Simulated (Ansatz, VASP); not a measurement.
# Two plane-wave programs on CaGaI3

The input INCAR:

```
SYSTEM = CaGaI3
ALGO     = Normal         ! electronic algorithm
EDIFF    = 1E-7           ! SCF threshold, eV
ENCUT    = 520            ! plane-wave cutoff, eV
GGA      = PE             ! functional
ISIF     = 2              ! what is computed and relaxed
ISMEAR   = 0              ! smearing method
LASPH    = .TRUE.         ! aspherical terms in the spheres
LCHARG   = .TRUE.         ! write CHGCAR
LELF     = .TRUE.         ! ELF
LREAL    = .FALSE.        ! projectors in reciprocal space
LVHAR    = .TRUE.       
LWAVE    = .FALSE.        ! write WAVECAR
NBANDS   = 55             ! bands
NELM     = 100            ! most SCF steps
PREC     = Accurate       ! precision mode
SIGMA    = 0.1            ! smearing width, eV
```

The input KPOINTS:

```
k-points
0
G
  3 3 4
  0 0 0
```

POSCAR

```
CaGaI3
1.0
    7.7046750000      0.0000000000      0.0000000000
   -3.8523375000      6.6724442800      0.0000000000
    0.0000000000      0.0000000000      6.4719270000
Ca Ga I
2 2 6
Direct
    0.3333333300      0.6666666700      0.7500000000
    0.6666666700      0.3333333300      0.2500000000
    0.0000000000      0.0000000000      0.0000000000
    0.0000000000      0.0000000000      0.5000000000
    0.8333333300      0.6666666700      0.7500000000
    0.3333333300      0.1666666700      0.7500000000
    0.8333333300      0.1666666700      0.7500000000
    0.1666666700      0.3333333300      0.2500000000
    0.6666666700      0.8333333300      0.2500000000
    0.1666666700      0.8333333300      0.2500000000
```

Input for Ansatz:

```yaml
crystal:
  lattice:
    - [7.704675, 0.0, 0.0]
    - [-3.8523375, 6.67244428, 0.0]
    - [0.0, 0.0, 6.471927]
  atoms:
    - { symbol: Ca, position: [0.33333333, 0.66666667, 0.75] }
    - { symbol: Ca, position: [0.66666667, 0.33333333, 0.25] }
    - { symbol: Ga, position: [0.0, 0.0, 0.0] }
    - { symbol: Ga, position: [0.0, 0.0, 0.5] }
    - { symbol: I, position: [0.83333333, 0.66666667, 0.75] }
    - { symbol: I, position: [0.33333333, 0.16666667, 0.75] }
    - { symbol: I, position: [0.83333333, 0.16666667, 0.75] }
    - { symbol: I, position: [0.16666667, 0.33333333, 0.25] }
    - { symbol: I, position: [0.66666667, 0.83333333, 0.25] }
    - { symbol: I, position: [0.16666667, 0.83333333, 0.25] }
basis:
  ecutwfc: 420
kpoints:
  mp_grid: { grid: [3, 3, 4] }
hamiltonian:
  xc: pbe
scf:
  occupations: { method: gaussian, width: 0.1 }
  lower_state_search: "off"
output:
  forces: true
  stress: true
  eigenvalues: true
```

Alike in both runs: task single point; functional PBE; k mesh 3 × 3 × 4; occupations gaussian, width 0.1 eV; no spin polarisation.

|  | VASP | Ansatz |
| --- | --- | --- |
| version | VASP 6.6.1 | Ansatz 0.2.0 |
| potentials or method | VASP PAW PBE potentials, release 64 (Ca_sv, Ga_d, I), cutoff 520 eV | scalar-relativistic, plane waves, PAW |
| valence electrons in the cell | 88 | 148 |

|  | VASP | Ansatz | Ansatz less VASP |
| --- | --- | --- | --- |
| gap on the k mesh at the Fermi level (eV) | none | none | - |
| pressure (GPa) | 4.9 | 4.9 | -0.03 |
| traceless stress, the component that is largest in VASP (GPa) | 0.56 | 0.57 | +0.006 |
| rms of the force components (eV/Å) | 0.840 | 0.838 | -0.0025 |

Atom by atom the forces differ by 0.002 eV/Å (rms over components). A gap of «none» marks a metal or a gap that the smearing closes. VASP's potentials hold 88 valence electrons a cell and Ansatz's 148, so a difference there can come from the potentials and not from the codes.

Neither program's run includes spin-orbit coupling.
